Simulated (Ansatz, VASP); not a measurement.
HPb4 in VASP and in Ansatz

```xyz
5
Lattice="3.5851 0.0000 0.0000 -1.7926 3.1048 0.0000 0.0000 0.0000 11.7809" Properties=species:S:1:pos:R:3 pbc="T T T"
H     0.0000    0.0000    0.0000
Pb    0.0000    2.0699   10.2636
Pb    0.0000    2.0699    4.4627
Pb    1.7926    1.0349    1.5173
Pb    1.7926    1.0349    7.3183
```

Change from the starting cell: species swapped into the Co4H type (P-3m1, No. 164).

Alike in both runs: functional PBE; k mesh 12 × 12 × 4; occupations gaussian, width 0.1 eV; no spin polarisation.

Ansatz relaxed the structure, and its values are those at the end. VASP's run is a single point on that final structure, the one shown.

|  | VASP | Ansatz |
| --- | --- | --- |
| version | VASP 6.6.1 | Ansatz 0.2.0 |
| potentials or method | VASP PAW PBE potentials, release 64 (H, Pb_d), cutoff 520 eV | scalar-relativistic, plane waves, PAW |
| valence electrons in the cell | 57 | 57 |

```csv
,VASP,Ansatz,Ansatz less VASP
gap on the k mesh at the Fermi level (eV),none,none,-
pressure (GPa),-0.1,0.0,+0.07
```

A gap of «none» marks a metal or a gap that the smearing closes. The functional is the same, so the differences come from potentials, cutoffs and numerics.

Spin-orbit coupling is off throughout.
